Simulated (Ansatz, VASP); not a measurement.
**Hf: VASP beside Ansatz**

INCAR

```
  PREC = Accurate
  ENCUT = 520
  EDIFF = 1E-6
  ISMEAR = 0
  SIGMA = 0.15
  LREAL = F
  LASPH = T
  NELM = 80
  ALGO = Fast
  ISIF = 2
  LWAVE = F
  LCHARG = F
  GGA = PE
  NBANDS = 17
```

The input KPOINTS:

```
regular mesh
0
Gamma
  18 18 10
```

File POSCAR:

```
Hf
1.0
    3.1966985242      0.0000000000      0.0000000000
   -1.5983492621      2.7684221302      0.0000000000
    0.0000000000      0.0000000000      4.4887975000
Hf
2
Direct
    0.3333333333      0.6666666667      0.2500000000
    0.6666666667      0.3333333333      0.7500000000
```

Input for Ansatz:

```yaml
crystal:
  lattice:
    - [3.1966985242, 0.0, 0.0]
    - [-1.5983492621, 2.7684221302, 0.0]
    - [0.0, 0.0, 4.4887975]
  atoms:
    - { symbol: Hf, position: [0.3333333333, 0.6666666667, 0.25] }
    - { symbol: Hf, position: [0.6666666667, 0.3333333333, 0.75] }
basis:
  ecutwfc: 420
kpoints:
  mp_grid: { grid: [18, 18, 10] }
hamiltonian:
  xc: pbe
scf:
  occupations: { method: gaussian, width: 0.15 }
output:
  forces: true
  stress: true
  eigenvalues: true
```

Change from the starting cell: strain -0.1125 x Voigt [0, 0, 1, 0, 0, 0], atoms carried along.

Alike in both runs: task single point; functional PBE; k mesh 18 × 18 × 10; occupations gaussian, width 0.15 eV; no spin polarisation.

```csv
,VASP,Ansatz
version,VASP 6.6.1,Ansatz 0.2.0
potentials or method,"VASP PAW PBE potentials, release 64 (Hf_pv), cutoff 520 eV","scalar-relativistic, plane waves, PAW"
valence electrons in the cell,20,52
```

```tsv
	VASP	Ansatz	Ansatz less VASP
gap on the k mesh at the Fermi level (eV)	none	none	-
pressure (GPa)	17.5	18.0	+0.49
traceless stress, the component that is largest in VASP (GPa)	11.96	11.97	+0.015
```

A gap of «none» marks a metal or a gap that the smearing closes. VASP's potentials hold 20 valence electrons a cell and Ansatz's 52, so a difference there can come from the potentials and not from the codes.

Neither program's run includes spin-orbit coupling.
